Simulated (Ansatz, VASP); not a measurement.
One calculation of SnTe, two programs

Contents of POSCAR:

```
SnTe
1.0
    0.0000000000      3.2114729780      3.2114729780
    3.2114729780      0.0000000000      3.2114729780
    3.2114729780      3.2114729780      0.0000000000
Sn Te
1 1
Direct
    0.5000000000      0.5000000000      0.5000000000
    0.0000000000      0.0000000000      0.0000000000
```

The input INCAR.step1:

```
ALGO = Normal
EDIFF = 1E-4
ENCUT = 520
GGA = PE
ISMEAR = 0
LASPH = True
LCHARG = False
LREAL = False
LWAVE = True
NBANDS = 17
NELM = 60
PREC = Accurate
SIGMA = 0.05
```

INCAR.step2

```
ALGO = Normal
EDIFF = 1E-6
ENCUT = 520
ISIF = 2
ISMEAR = 0
ISTART = 1
LASPH = True
LCHARG = False
LMIXTAU = True
LREAL = False
LWAVE = False
METAGGA = R2SCAN
NBANDS = 17
NELM = 60
PREC = Accurate
SIGMA = 0.05
```

Contents of KPOINTS:

```
k-points
0
Gamma
  6 6 6
```

Input for Ansatz:

```yaml
crystal:
  lattice:
    - [0.0, 3.211472978, 3.211472978]
    - [3.211472978, 0.0, 3.211472978]
    - [3.211472978, 3.211472978, 0.0]
  atoms:
    - { symbol: Sn, position: [0.5, 0.5, 0.5] }
    - { symbol: Te, position: [0.0, 0.0, 0.0] }
basis:
  ecutwfc: 500
  ecutrho_ratio: 4
kpoints:
  mp_grid: { grid: [6, 6, 6] }
hamiltonian:
  xc: r2scan
scf:
  occupations: { method: gaussian, width: 0.05 }
output:
  forces: true
  stress: true
  eigenvalues: true
```

Alike in both runs: task single point; functional r2SCAN; k mesh 6 × 6 × 6; occupations gaussian, width 0.05 eV; no spin polarisation.

|  | VASP | Ansatz |
| --- | --- | --- |
| version | VASP 6.6.1 | Ansatz 0.2.0 |
| potentials or method | VASP PAW PBE potentials, release 64 (Sn_d, Te), cutoff 520 eV | scalar-relativistic, plane waves, PAW |
| valence electrons in the cell | 20 | 30 |

VASP gave:

| Item | Value |
| --- | --- |
| gap on the k mesh at the Fermi level (eV) | 0.20 |
| least direct gap on the mesh (eV) | 0.20 |
| pressure (GPa) | -0.9 |

Task: Estimate Ansatz's values.

Result: gap on the k mesh at the Fermi level (eV): 0.21; least direct gap on the mesh (eV): 0.21; pressure (GPa): -0.9.

VASP's potentials were made for PBE, not for r2SCAN. VASP's potentials hold 20 valence electrons a cell and Ansatz's 30, so a difference there can come from the potentials and not from the codes.

Neither program's run includes spin-orbit coupling.
